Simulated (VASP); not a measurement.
A run of VASP 6.6.1:

INCAR

```
SYSTEM = Si23O47
PREC = Accurate
ENCUT = 520
EDIFF = 1E-6
ISMEAR = -1
SIGMA = 0.05
LREAL = Auto
LASPH = .True.
NELM = 120
ALGO = Normal
ISIF = 2
LWAVE = .False.
LCHARG = .False.
GGA = PS
ISYM = -1
NBANDS = 228
GGA_COMPAT = .False.
```

File KPOINTS:

```
explicit points
1
Reciprocal
  0.25000000   0.25000000   0.25000000 1
```

Contents of POSCAR:

```
Si23O47
1.0
    8.3886930000      0.0000000000      0.0000000000
    0.0000000000      8.3886930000      0.0000000000
    0.0000000000      0.0000000000      8.0356430000
Si O
23 47
Direct
    0.9896810000      0.0097130000      0.0188220000
    0.9994540000      0.0002530000      0.3333020000
    0.9900630000      0.0100760000      0.6477900000
    0.9988630000      0.4999390000      0.9990100000
    0.9999270000      0.4997280000      0.3332570000
    0.9986340000      0.4987850000      0.6675230000
    0.5009360000      0.0010570000      0.9990950000
    0.4999580000      0.9997830000      0.3333670000
    0.4997270000      0.0008250000      0.6676100000
    0.4995240000      0.4994100000      0.0151050000
    0.5003470000      0.5002730000      0.6514630000
    0.2524780000      0.2508640000      0.1706520000
    0.2528400000      0.2513970000      0.4949630000
    0.2496750000      0.2494170000      0.8332410000
    0.2534400000      0.7459630000      0.1656310000
    0.2537580000      0.7463330000      0.5010220000
    0.2718440000      0.7279560000      0.8333260000
    0.7410270000      0.2579130000      0.1673370000
    0.7417460000      0.2586740000      0.4992390000
    0.7339690000      0.2657080000      0.8332840000
    0.7483290000      0.7469180000      0.1716300000
    0.7488630000      0.7472710000      0.4959400000
    0.7503890000      0.7500700000      0.8333640000
    0.1527550000      0.1471950000      0.0002270000
    0.1473630000      0.1478860000      0.3330920000
    0.1529170000      0.1474230000      0.6661180000
    0.1442870000      0.6640990000      0.9904890000
    0.1502570000      0.6548320000      0.3330770000
    0.1454690000      0.6618280000      0.6749830000
    0.6593690000      0.1472840000      0.9943850000
    0.6501410000      0.1535840000      0.3331270000
    0.6581760000      0.1482180000      0.6713490000
    0.6545980000      0.6551540000      0.0007950000
    0.6586400000      0.6590680000      0.3342950000
    0.6550170000      0.6551130000      0.6659590000
    0.3446250000      0.3447670000      0.0006360000
    0.3405330000      0.3412160000      0.3323170000
    0.3446470000      0.3451280000      0.6658110000
    0.3379180000      0.8543570000      0.9916750000
    0.3448730000      0.8495080000      0.3335520000
    0.3356200000      0.8555400000      0.6761310000
    0.8514660000      0.3414470000      0.9952290000
    0.8460930000      0.3495540000      0.3334640000
    0.8523740000      0.3402890000      0.6721940000
    0.8523080000      0.8468530000      0.0004990000
    0.8517890000      0.8524030000      0.3335180000
    0.8525410000      0.8470150000      0.6663640000
    0.0953850000      0.4029000000      0.1645290000
    0.0958180000      0.4023910000      0.5015950000
    0.0988540000      0.4037530000      0.8335130000
    0.0955790000      0.9043220000      0.1653040000
    0.0954330000      0.9041770000      0.5012870000
    0.6032830000      0.3983720000      0.1543860000
    0.6014210000      0.3965860000      0.5122190000
    0.5933890000      0.4063070000      0.8332910000
    0.5972440000      0.9038410000      0.1650690000
    0.5967330000      0.9042790000      0.5020760000
    0.5959840000      0.9008380000      0.8330760000
    0.4029270000      0.0947950000      0.1653290000
    0.4025680000      0.0953680000      0.5010680000
    0.4054390000      0.1005240000      0.8334830000
    0.3939420000      0.6068400000      0.1499570000
    0.3927600000      0.6057400000      0.5165930000
    0.4095960000      0.5902860000      0.8332790000
    0.8971450000      0.1026370000      0.1725400000
    0.8970790000      0.1026010000      0.4940880000
    0.9305810000      0.0691300000      0.8332930000
    0.9043800000      0.5971410000      0.1655110000
    0.9049960000      0.5968490000      0.5013020000
    0.8992120000      0.5942760000      0.8331590000
```

Potentials or basis: VASP PAW PBE potentials, release 64 (Si, O).

Run with:

```bash
$ cat potpaw_PBE.64/Si/POTCAR potpaw_PBE.64/O/POTCAR > POTCAR
$ mpirun -np 1 vasp_std > vasp.out
```

Hardware: 1 thread of AMD EPYC 7R43 64-Core Processor (Zen 3), with other jobs on the host.

Task: Estimate the wall time of this run.

Result: Wall time 6 min on 1 thread of AMD EPYC 7R43 64-Core Processor (Zen 3), on a shared host, peak memory 0.5 GiB. Counts: scf iterations 19, k points 1.
